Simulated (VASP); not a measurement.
# YB6 (Pm-3m) in VASP: further runs

The runs below take YB6 through single point, with LDA.

Everything below comes from runs of VASP 6.6.1. Logs are shortened: lines on timing, memory, paths and dates and some standing lists are left out, and cuts for length are marked.

## Step 1: The cell of the first run

Symmetry: Pm-3m, No. 221, cubic system. The conventional cell has a = 4.113 Å, b = 4.113 Å, c = 4.113 Å, α = 90.00°, β = 90.00°, γ = 90.00°. Within 4.0 Å of Y (site symmetry m-3m) lie 24 B at 3.03 Å. B (site symmetry 4mm) has 5 B at 1.70 Å within 2.3 Å.

## Step 2: Single point, LDA

INCAR reads:

```
PREC = Accurate ; ENCUT = 520
EDIFF = 1E-6 ; ISMEAR = 1
SIGMA = 0.15 ; LREAL = False
LASPH = True ; NELM = 100
ALGO = Normal ; ISIF = 2
LWAVE = False ; LCHARG = True
LELF = True ; LVHAR = True
NBANDS = 24
```

KPOINTS reads:

```
Automatic mesh
0
Gamma
  7 7 7
```

POSCAR reads:

```
YB6
1.0
    4.1130000000      0.0000000000      0.0000000000
    0.0000000000      4.1130000000      0.0000000000
    0.0000000000      0.0000000000      4.1130000000
Y B
1 6
Direct
    0.0000000000      0.0000000000      0.0000000000
    0.2070000000      0.5000000000      0.5000000000
    0.5000000000      0.2070000000      0.5000000000
    0.7930000000      0.5000000000      0.5000000000
    0.5000000000      0.7930000000      0.5000000000
    0.5000000000      0.5000000000      0.2070000000
    0.5000000000      0.5000000000      0.7930000000
```

Potentials or basis: VASP PAW LDA potentials, release 64 (Y_sv, B).

Started as:

```sh
$ cat potpaw_LDA.64/Y_sv/POTCAR potpaw_LDA.64/B/POTCAR > POTCAR
$ mpirun -np 1 vasp_std > vasp.out
```

OUTCAR:

```text
PREC = Accurate
   ENCUT = 520
   EDIFF = 1E-6
   ISMEAR = 1
   LREAL = False
   LASPH = True
   NELM = 100
   ISIF = 2

 ion  position               nearest neighbor table
   1  0.000  0.000  0.000-   2 3.03   3 3.03   4 3.03   5 3.03   6 3.03   7 3.03   2 3.03   3 3.03
                             4 3.03   5 3.03   2 3.03   4 3.03   6 3.03   7 3.03   2 3.03   4 3.03
   2  0.207  0.500  0.500-   4 1.70   3 1.70   5 1.70   6 1.70   7 1.70   1 3.03   1 3.03   1 3.03
                             1 3.03
   3  0.500  0.207  0.500-   5 1.70   4 1.70   2 1.70   6 1.70   7 1.70   1 3.03   1 3.03   1 3.03
                             1 3.03
   4  0.793  0.500  0.500-   2 1.70   3 1.70   5 1.70   6 1.70   7 1.70   1 3.03   1 3.03   1 3.03
                             1 3.03
   5  0.500  0.793  0.500-   3 1.70   2 1.70   4 1.70   6 1.70   7 1.70   1 3.03   1 3.03   1 3.03
                             1 3.03
   6  0.500  0.500  0.207-   7 1.70   3 1.70   4 1.70   5 1.70   2 1.70   1 3.03   1 3.03   1 3.03
                             1 3.03
   7  0.500  0.500  0.793-   6 1.70   3 1.70   4 1.70   5 1.70   2 1.70   1 3.03   1 3.03   1 3.03
                             1 3.03

  LATTYP: Found a simple cubic cell.
 ALAT       =     4.1130000000

  Lattice vectors:

 A1 = (   4.1130000000,   0.0000000000,   0.0000000000)
 A2 = (   0.0000000000,   4.1130000000,   0.0000000000)
 A3 = (   0.0000000000,   0.0000000000,   4.1130000000)

Analysis of symmetry for initial positions (statically):
=====================================================================
 Subroutine PRICEL returns:
 Original cell was already a primitive cell.

 Routine SETGRP: Setting up the symmetry group for a
 simple cubic supercell.

 Subroutine GETGRP returns: Found 48 space group operations
 (whereof 48 operations were pure point group operations)
 out of a pool of 48 trial point group operations.

The static configuration has the point symmetry O_h .

Analysis of symmetry for dynamics (positions and initial velocities):
=====================================================================
 Subroutine PRICEL returns:
 Original cell was already a primitive cell.

 Routine SETGRP: Setting up the symmetry group for a
 simple cubic supercell.

 Subroutine GETGRP returns: Found 48 space group operations
 (whereof 48 operations were pure point group operations)
 out of a pool of 48 trial point group operations.

The dynamic configuration has the point symmetry O_h .

 Subroutine INISYM returns: Found 48 space group operations
 (whereof 48 operations are pure point group operations),
 and found     1 'primitive' translations

[... 106 lines left out ...]
   ISYM   =      2    0-nonsym 1-usesym 2-fastsym
   POTIM  = 0.5000    time-step for ionic-motion
   TEBEG  =    0.0;   TEEND  =   0.0 temperature during run
   PSTRESS=    0.0 pullay stress
   NELECT =      29.0000    total number of electrons
   NUPDOWN=      -1.0000    fix difference up-down
   EMIN   =  10.00;   EMAX   =-10.00  energy-range for DOS
   EFERMI =   0.00;   METHOD = LEGACY
   ISMEAR =     1;   SIGMA  =   0.15  broadening in eV -4-tet -1-fermi 0-gaus
   EFERMI_NEDOS =   21; number of points for ismear=-14 and -15
   IALGO  =     38    algorithm
   IMIX   =      4    mixing-type and parameters
     AMIX     =   0.40;   BMIX     =  1.00
     AMIX_MAG =   1.60;   BMIX_MAG =  1.00
  volume/ion in A,a.u.               =       9.94        67.08
  Fermi-wavevector in a.u.,A,eV,Ry     =   1.222875  2.310899 20.346474  1.495424
  Thomas-Fermi vector in A             =   2.358006
   LORBIT       =      0    0 simple, 1 ext, 2 COOP (PROOUT), +10 PAW based schemes
   GGA     = CA    functional components
   LHFCALC =     F    Hartree Fock is set to
   AEXX    =    0.0000 exact exchange contribution
   IVDW    =     0    specifies the selected vdW correction
   LEPSILON=     F    determine dielectric tensor
   LRPA    =     F    only Hartree local field effects (RPA)
 non-spin polarized calculation
 Methfessel and Paxton  Order N= 1 SIGMA  =   0.15
  energy-cutoff  :      520.00
  volume of cell :       69.58
 maximum number of plane-waves:      1888
 NGX is ok and might be reduce to    32
   NGX = 15   NGY = 15   NGZ = 15

 number of electron      28.9999999 magnetization

 Free energy of the ion-electron system (eV)
  ---------------------------------------------------
  ext. energy  EPLUGINS =         0.00000000
  ---------------------------------------------------
  free energy    TOTEN  =       -54.33235916 eV

  energy without entropy =      -54.32623244  energy(sigma->0) =      -54.33031692

 E-fermi :   6.4786     XC(G=0): -11.2670

 val. band max:        6.4690733640   @ k =   0.1429   0.1429   0.0000
 cond. band min:       6.5100021887   @ k =   0.4286   0.2857   0.1429
 fundamental gap:      0.0409288247
 Fermi energy:         6.4786471056

 k-point     1 :       0.0000    0.0000    0.0000
  band No.  band energies     occupation
      1     -37.5892      2.00000
      2     -17.6372      2.00000
      3     -17.6372      2.00000
      4     -17.6372      2.00000
      5      -9.8450      2.00000
      6      -2.2348      2.00000
[... 529 lines left out ...]
     23      12.5689      0.00000
     24      12.5689      0.00000

------------------------ aborting loop because EDIFF is reached ----------------------------------------

  FORCE on cell =-STRESS in cart. coord.  units (eV):
  Direction    XX          YY          ZZ          XY          YZ          ZX
  --------------------------------------------------------------------------------------
  -------------------------------------------------------------------------------------
  Total       -2.6907973     -2.6907973     -2.6907973     -0.0000000      0.0000000     -0.0000000
  in kB      -61.9605754    -61.9605754    -61.9605754     -0.0000000      0.0000000     -0.0000000
  external PRESSURE =     -61.9605754 kB  Pullay stress =       0.0000000 kB

 VOLUME and BASIS-vectors are now :
 -----------------------------------------------------------------------------
  energy-cutoff  :      520.00
  volume of cell :       69.58
      direct lattice vectors                 reciprocal lattice vectors
     4.113000000  0.000000000  0.000000000     0.243131534  0.000000000  0.000000000
     0.000000000  4.113000000  0.000000000     0.000000000  0.243131534  0.000000000
     0.000000000  0.000000000  4.113000000     0.000000000  0.000000000  0.243131534

 POSITION                                       TOTAL-FORCE (eV/Angst)
 -----------------------------------------------------------------------------------
      0.00000      0.00000      0.00000        -0.000000      0.000000      0.000000
      0.85139      2.05650      2.05650        -1.979933      0.000000     -0.000000
      2.05650      0.85139      2.05650         0.000000     -1.979933      0.000000
      3.26161      2.05650      2.05650         1.979933     -0.000000     -0.000000
      2.05650      3.26161      2.05650        -0.000000      1.979933      0.000000
      2.05650      2.05650      0.85139         0.000000      0.000000     -1.979933
      2.05650      2.05650      3.26161        -0.000000     -0.000000      1.979933
 -----------------------------------------------------------------------------------
    total drift:                                0.000000     -0.000000     -0.000000

  FREE ENERGIE OF THE ION-ELECTRON SYSTEM (eV)
  ---------------------------------------------------
  free  energy   TOTEN  =       -54.3323591610 eV

  energy  without entropy=      -54.3262324431  energy(sigma->0) =      -54.33031692
```

stdout:

```text
POSCAR found type information on POSCAR Y B
 POSCAR found :  2 types and       7 ions
 scaLAPACK will be used
 LDA part: xc-table for (Slater(with rela. corr.)+CA(PZ))
 , standard interpolation
 POSCAR, INCAR and KPOINTS ok, starting setup
 FFT: planning ... GRIDC
 FFT: planning ... GRID_SOFT
 FFT: planning ... GRID
 WAVECAR not read
 entering main loop
```

Wall time 34 s (1 thread of Intel Xeon Platinum 8375C at 2.90GHz (Ice Lake), shared host); peak memory 0.18 GiB.

What came out:

- Free energy: -54.3324 eV
- Pressure: -6.2 GPa
- Largest force: 1.980 eV/Å

Forces on the atoms (eV/Å):
```
Y    0.000  0.000  0.000
B   -1.980  0.000  0.000
B    0.000 -1.980  0.000
B    1.980  0.000  0.000
B    0.000  1.980  0.000
B    0.000  0.000 -1.980
B    0.000  0.000  1.980
```

Caveat: forces of over 1 eV/Å act on the atoms, so gaps and moduli don't describe the material at rest.

## Step 3: Single point, LDA

This run uses another cell than the first one, of 10.24 Å³/atom, 1.030 times its volume.

INCAR reads:

```
PREC = Accurate
ENCUT = 520
EDIFF = 1E-6
ISMEAR = 1
SIGMA = 0.15
LREAL = False
LASPH = True
NELM = 80
ALGO = Normal
ISIF = 2
LWAVE = False
LCHARG = False
NBANDS = 24
```

KPOINTS reads:

```
regular mesh
0
Gamma
  7 7 7
```

POSCAR, as its differences from that of step 2:

```diff
@@ -2,5 +2,5 @@
 1.0
-    4.1130000000      0.0000000000      0.0000000000
-    0.0000000000      4.1130000000      0.0000000000
-    0.0000000000      0.0000000000      4.1130000000
+    4.1537254208      0.0000000000      0.0000000000
+    0.0000000000      4.1537254208      0.0000000000
+    0.0000000000      0.0000000000      4.1537254208
 Y B
```

Potentials or basis: VASP PAW LDA potentials, release 64 (Y_sv, B).

Started as:

```sh
$ cat potpaw_LDA.64/Y_sv/POTCAR potpaw_LDA.64/B/POTCAR > POTCAR
$ mpirun -np 1 vasp_std > vasp.out
```

OUTCAR:

```text
PREC = Accurate
   ENCUT = 520
   EDIFF = 1E-6
   ISMEAR = 1
   LREAL = False
   LASPH = True
   NELM = 80
   ISIF = 2

 ion  position               nearest neighbor table
   1  0.000  0.000  0.000-   2 3.06   3 3.06   4 3.06   5 3.06   6 3.06   7 3.06   2 3.06   3 3.06
                             4 3.06   5 3.06   2 3.06   4 3.06   6 3.06   7 3.06   2 3.06   4 3.06
   2  0.207  0.500  0.500-   4 1.72   3 1.72   5 1.72   6 1.72   7 1.72   1 3.06   1 3.06   1 3.06
                             1 3.06
   3  0.500  0.207  0.500-   5 1.72   4 1.72   2 1.72   6 1.72   7 1.72   1 3.06   1 3.06   1 3.06
                             1 3.06
   4  0.793  0.500  0.500-   2 1.72   3 1.72   5 1.72   6 1.72   7 1.72   1 3.06   1 3.06   1 3.06
                             1 3.06
   5  0.500  0.793  0.500-   3 1.72   2 1.72   4 1.72   6 1.72   7 1.72   1 3.06   1 3.06   1 3.06
                             1 3.06
   6  0.500  0.500  0.207-   7 1.72   3 1.72   4 1.72   5 1.72   2 1.72   1 3.06   1 3.06   1 3.06
                             1 3.06
   7  0.500  0.500  0.793-   6 1.72   3 1.72   4 1.72   5 1.72   2 1.72   1 3.06   1 3.06   1 3.06
                             1 3.06

  LATTYP: Found a simple cubic cell.
 ALAT       =     4.1537254208

  Lattice vectors:

[... 190 lines left out ...]

 k-point     1 :       0.0000    0.0000    0.0000
  band No.  band energies     occupation
      1     -37.8966      2.00000
      2     -17.9356      2.00000
      3     -17.9356      2.00000
      4     -17.9356      2.00000
      5      -9.8441      2.00000
      6      -2.2886      2.00000
[... 529 lines left out ...]
     23      12.2122      0.00000
     24      12.2122      0.00000

------------------------ aborting loop because EDIFF is reached ----------------------------------------

  FORCE on cell =-STRESS in cart. coord.  units (eV):
  Direction    XX          YY          ZZ          XY          YZ          ZX
  --------------------------------------------------------------------------------------
  -------------------------------------------------------------------------------------
  Total       -4.8029108     -4.8029108     -4.8029108     -0.0000000      0.0000000     -0.0000000
  in kB     -107.3746479   -107.3746479   -107.3746479     -0.0000000      0.0000000     -0.0000000
  external PRESSURE =    -107.3746479 kB  Pullay stress =       0.0000000 kB

 VOLUME and BASIS-vectors are now :
 -----------------------------------------------------------------------------
  energy-cutoff  :      520.00
  volume of cell :       71.67
      direct lattice vectors                 reciprocal lattice vectors
     4.153725421  0.000000000  0.000000000     0.240747738  0.000000000  0.000000000
     0.000000000  4.153725421  0.000000000     0.000000000  0.240747738  0.000000000
     0.000000000  0.000000000  4.153725421     0.000000000  0.000000000  0.240747738

 POSITION                                       TOTAL-FORCE (eV/Angst)
 -----------------------------------------------------------------------------------
      0.00000      0.00000      0.00000         0.000000     -0.000000      0.000000
      0.85982      2.07686      2.07686        -1.727264      0.000000      0.000000
      2.07686      0.85982      2.07686         0.000000     -1.727264      0.000000
      3.29390      2.07686      2.07686         1.727264     -0.000000     -0.000000
      2.07686      3.29390      2.07686        -0.000000      1.727264     -0.000000
      2.07686      2.07686      0.85982        -0.000000     -0.000000     -1.727264
      2.07686      2.07686      3.29390         0.000000      0.000000      1.727264
 -----------------------------------------------------------------------------------
    total drift:                                0.000000     -0.000000     -0.000000

  FREE ENERGIE OF THE ION-ELECTRON SYSTEM (eV)
  ---------------------------------------------------
  free  energy   TOTEN  =       -54.2225386793 eV

  energy  without entropy=      -54.2167227872  energy(sigma->0) =      -54.22060005
```

stdout:

```text
POSCAR found type information on POSCAR Y B
 POSCAR found :  2 types and       7 ions
 scaLAPACK will be used
 LDA part: xc-table for (Slater(with rela. corr.)+CA(PZ))
 , standard interpolation
 POSCAR, INCAR and KPOINTS ok, starting setup
 FFT: planning ... GRIDC
 FFT: planning ... GRID_SOFT
 FFT: planning ... GRID
 WAVECAR not read
 entering main loop
```

Run time: 36 s. Hardware: 1 thread of Intel Xeon Platinum 8375C at 2.90GHz (Ice Lake), shared host; peak memory 0.18 GiB.

Results:

* Free energy: -54.2225 eV
* Pressure: -10.7 GPa
* Largest force: 1.727 eV/Å

Forces on the atoms (eV/Å):
```
Y    0.000  0.000  0.000
B   -1.727  0.000  0.000
B    0.000 -1.727  0.000
B    1.727  0.000  0.000
B    0.000  1.727  0.000
B    0.000  0.000 -1.727
B    0.000  0.000  1.727
```

Levels at points of the mesh, in eV from the Fermi level:
| k point | band 10 | band 11 | band 12 | band 13 | band 14 | band 15 | band 16 | band 17 | band 18 | band 19 |
| --- | --- | --- | --- | --- | --- | --- | --- | --- | --- | --- |
| (0.00, 0.00, 0.00) | -6.64 | -6.64 | -2.30 | -2.30 | -2.30 | 0.91 | 0.91 | 1.35 | 1.35 | 1.35 |

Caveat: forces of over 1 eV/Å act on the atoms, so gaps and moduli don't describe the material at rest.

[end of part 1 of 2]
